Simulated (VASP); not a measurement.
# InAs (I-4m2) in VASP: a series of runs, part 2 of 2

VASP 6.6.1.

## Step 3: Single point, PBE (strain +0.030 along x and y, -0.030 along z)

INCAR reads:

```
SYSTEM = InAs
ALGO     = Normal         ! electronic algorithm
EDIFF    = 1E-6           ! SCF threshold, eV
ENCUT    = 520            ! plane-wave cutoff, eV
GGA      = PE             ! functional
ISIF     = 2              ! what is computed and relaxed
ISMEAR   = 0              ! smearing method
LASPH    = .True.         ! aspherical terms in the spheres
LCHARG   = .False.        ! write CHGCAR
LREAL    = .False.        ! projectors in reciprocal space
LWAVE    = .False.        ! write WAVECAR
NBANDS   = 16             ! bands
NELM     = 100            ! most SCF steps
PREC     = Accurate       ! precision mode
SIGMA    = 0.15           ! smearing width, eV
```

KPOINTS reads:

```
k-points
0
Gamma
  16 16 16
  0 0 0
```

POSCAR reads:

```
InAs
1.0
    0.0000000000      3.1861810476      3.0005782682
    3.1861810476      0.0000000000      3.0005782682
    3.1861810476      3.1861810476      0.0000000000
In As
1 1
Direct
    0.0000000000      0.0000000000      0.0000000000
    0.7500000000      0.7500000000      0.7500000000
```

Potentials or basis: VASP PAW PBE potentials, release 64 (In_d, As).

Command:

```console
$ cat potpaw_PBE.64/In_d/POTCAR potpaw_PBE.64/As/POTCAR > POTCAR
$ mpirun -np 1 vasp_std > vasp.out
```

Wall time 3.5 min (1 thread of Intel Xeon Platinum 8488C (Sapphire Rapids), shared host); peak memory 0.48 GiB.

It converged, with:

```yaml
Free_energy: -7.6993 eV
Pressure: -1.3 GPa
```

Stress tensor (GPa, compression positive):
```
-1.92  0.00  0.00
 0.00 -1.92  0.00
 0.00  0.00 -0.12
```

Levels at points of the mesh, in eV from the Fermi level:
```tsv
k point	band 7	band 8	band 9	band 10	band 11	band 12
(0.00, 0.00, 0.00)	-0.91	-0.29	-0.29	-0.04	3.59	3.71
(0.50, 0.00, 0.00)	-5.50	-1.22	-0.89	0.52	4.25	4.61
(0.50, 0.50, 0.00)	-5.44	-2.41	-2.41	1.34	1.50	8.40
(0.50, 0.00, 0.50)	-5.74	-2.12	-2.09	1.58	1.99	8.08
```

Caveat: the cell differs from its parent crystal (strain +0.030 along x and y, -0.030 along z); spin-orbit coupling is left out, which moves the levels of the heavy elements.

## Step 4: Single point, PBE (strain +0.030 along x and y, -0.015 along z)

INCAR reads:

```
PREC = Accurate
ENCUT = 520
EDIFF = 1E-6
ISMEAR = 0
SIGMA = 0.15
LREAL = False
LASPH = True
NELM = 60
ALGO = Normal
ISIF = 2
LWAVE = False
LCHARG = False
GGA = PE
NBANDS = 16
```

KPOINTS reads:

```
Automatic mesh
0
Gamma
  16 16 16
```

POSCAR reads:

```
InAs
1.0
    0.0000000000      3.1861810476      3.0469789630
    3.1861810476      0.0000000000      3.0469789630
    3.1861810476      3.1861810476      0.0000000000
In As
1 1
Direct
    0.0000000000      0.0000000000      0.0000000000
    0.7500000000      0.7500000000      0.7500000000
```

Potentials or basis: VASP PAW PBE potentials, release 64 (In_d, As).

Command:

```console
$ cat potpaw_PBE.64/In_d/POTCAR potpaw_PBE.64/As/POTCAR > POTCAR
$ mpirun -np 1 vasp_std > vasp.out
```

OUTCAR:

```text
PREC = Accurate
   ENCUT = 520
   EDIFF = 1E-6
   ISMEAR = 0
   LREAL = False
   LASPH = True
   NELM = 60
   ISIF = 2
   GGA = PE

 ion  position               nearest neighbor table
   1  0.000  0.000  0.000-   2 2.72   2 2.72   2 2.72   2 2.72
   2  0.750  0.750  0.750-   1 2.72   1 2.72   1 2.72   1 2.72

  LATTYP: Found a body centered tetragonal cell.
 ALAT       =     4.5059404497
 C/A-ratio  =     1.3524275330

  Lattice vectors:

 A1 = (   0.0000000000,  -3.1861810476,  -3.0469789630)
 A2 = (   0.0000000000,   3.1861810476,  -3.0469789630)
 A3 = (   3.1861810476,   0.0000000000,   3.0469789630)

Analysis of symmetry for initial positions (statically):
=====================================================================
 Subroutine PRICEL returns:
 Original cell was already a primitive cell.

 Routine SETGRP: Setting up the symmetry group for a
 body centered tetragonal supercell.

 Subroutine GETGRP returns: Found  8 space group operations
 (whereof  8 operations were pure point group operations)
 out of a pool of 16 trial point group operations.

[... 156 lines left out ...]
  ---------------------------------------------------
  ext. energy  EPLUGINS =         0.00000000
  ---------------------------------------------------
  free energy    TOTEN  =        -7.69617264 eV

  energy without entropy =       -7.69600068  energy(sigma->0) =       -7.69608666

 E-fermi :   3.6205     XC(G=0):  -8.6110

 val. band max:        3.5600446098   @ k =   0.0000   0.0000   0.0000
 cond. band min:       3.8112436011   @ k =   0.0625   0.0000   0.0000
 fundamental gap:      0.2511989913
 Fermi energy:         3.6205491204

 k-point     1 :       0.0000    0.0000    0.0000
  band No.  band energies     occupation
      1     -10.7700      2.00000
      2     -10.7700      2.00000
      3     -10.7556      2.00000
      4     -10.6856      2.00000
      5     -10.6754      2.00000
      6      -7.7523      2.00000
[... 433 lines left out ...]
      3     -10.7524      2.00000
      4     -10.6851      2.00000
      5     -10.6758      2.00000
      6      -7.6668      2.00000
[... 8 lines left out ...]
     15      11.7392      0.00000
     16      12.2567      0.00000

 [... further k-points ...]
[... 5 lines left out ...]
  --------------------------------------------------------------------------------------
  -------------------------------------------------------------------------------------
  Total       -0.9196064     -0.9196064     -0.3840961      0.0000000      0.0000000      0.0000000
  in kB      -23.8161865    -23.8161865     -9.9474116      0.0000000      0.0000000      0.0000000
  external PRESSURE =     -19.1932615 kB  Pullay stress =       0.0000000 kB

 VOLUME and BASIS-vectors are now :
 -----------------------------------------------------------------------------
  energy-cutoff  :      520.00
  volume of cell :       61.86
      direct lattice vectors                 reciprocal lattice vectors
     0.000000000  3.186181048  3.046978963    -0.156927680  0.156927680  0.164096965
     3.186181048  0.000000000  3.046978963     0.156927680 -0.156927680  0.164096965
     3.186181048  3.186181048  0.000000000     0.156927680  0.156927680 -0.164096965

 POSITION                                       TOTAL-FORCE (eV/Angst)
 -----------------------------------------------------------------------------------
      0.00000      0.00000      0.00000        -0.000000     -0.000000     -0.000000
      4.77927      4.77927      4.57047         0.000000      0.000000      0.000000
 -----------------------------------------------------------------------------------
    total drift:                               -0.000000     -0.000000      0.000001

  FREE ENERGIE OF THE ION-ELECTRON SYSTEM (eV)
  ---------------------------------------------------
  free  energy   TOTEN  =        -7.6961726357 eV

  energy  without entropy=       -7.6960006835  energy(sigma->0) =       -7.69608666
```

Run time: 3.2 min. Hardware: 1 thread of Intel Xeon Platinum 8488C (Sapphire Rapids), shared host; peak memory 0.48 GiB.

What came out:

```
Free energy : -7.6962 eV
Pressure    : -1.9 GPa
```

Stress tensor (GPa, compression positive):
```
-2.38  0.00  0.00
 0.00 -2.38  0.00
 0.00  0.00 -0.99
```

Caveat: the cell differs from its parent crystal (strain +0.030 along x and y, -0.015 along z); spin-orbit coupling is left out, which moves the levels of the heavy elements.

## Step 5: Single point, PBE (strain +0.030 along x and y, +0.000 along z)

INCAR reads:

```
ALGO = Normal ; EDIFF = 1E-6
ENCUT = 520 ; GGA = PE
ISIF = 2 ; ISMEAR = 0
LASPH = T ; LCHARG = F
LREAL = F ; LWAVE = F
NBANDS = 16 ; NELM = 100
PREC = Accurate ; SIGMA = 0.15
```

KPOINTS reads:

```
k-points
0
Gamma
  16 16 16
```

POSCAR reads:

```
InAs
1.0
    0.0000000000      3.1861810476      3.0933796579
    3.1861810476      0.0000000000      3.0933796579
    3.1861810476      3.1861810476      0.0000000000
In As
1 1
Direct
    0.0000000000      0.0000000000      0.0000000000
    0.7500000000      0.7500000000      0.7500000000
```

Command:

```console
$ cat potpaw_PBE.64/In_d/POTCAR potpaw_PBE.64/As/POTCAR > POTCAR
$ mpirun -np 1 vasp_std > vasp.out
```

Run time: 3.3 min. Hardware: 1 thread of Intel Xeon Platinum 8488C (Sapphire Rapids), shared host; peak memory 0.49 GiB.

The run converged. Its results:

```
Free energy : -7.6880 eV
Pressure    : -2.5 GPa
```

Stress tensor (GPa, compression positive):
```
-2.79  0.00  0.00
 0.00 -2.79  0.00
 0.00  0.00 -1.85
```

Levels at points of the mesh, in eV from the Fermi level:
```tsv
k point	band 7	band 8	band 9	band 10	band 11	band 12
(0.00, 0.00, 0.00)	-1.00	-0.21	-0.21	-0.08	3.63	3.70
(0.50, 0.00, 0.00)	-5.34	-1.06	-0.90	0.52	4.35	4.51
(0.50, 0.50, 0.00)	-5.40	-2.18	-2.18	1.50	1.69	8.24
(0.50, 0.00, 0.50)	-5.54	-2.05	-2.04	1.61	1.92	8.10
```

Caveat: the cell differs from its parent crystal (strain +0.030 along x and y, +0.000 along z); spin-orbit coupling is left out, which moves the levels of the heavy elements.

## Step 6: The runs side by side

| cell | pressure (GPa) |
| --- | --- |
| a = 4.375, b = 4.375, c = 4.440 Å, angles 59.5, 59.5, 61.0°, 2 atoms | -0.7 |
| a = 4.377, b = 4.377, c = 4.506 Å, angles 59.0, 59.0, 62.0°, 2 atoms | -1.3 |
| a = 4.409, b = 4.409, c = 4.506 Å, angles 59.3, 59.3, 61.5°, 2 atoms | -1.9 |
| a = 4.441, b = 4.441, c = 4.506 Å, angles 59.5, 59.5, 61.0°, 2 atoms | -2.5 |

Alike in all rows: task single point; level PBE; potentials or basis VASP PAW PBE potentials, release 64 (In_d, As); no spin polarisation; k mesh 16 × 16 × 16; cutoff (eV) 520; smearing gaussian 0.15 eV.

Caveats: spin-orbit coupling is left out, which moves the levels of the heavy elements.

Absolute energies hang on the potentials; compare differences alone.
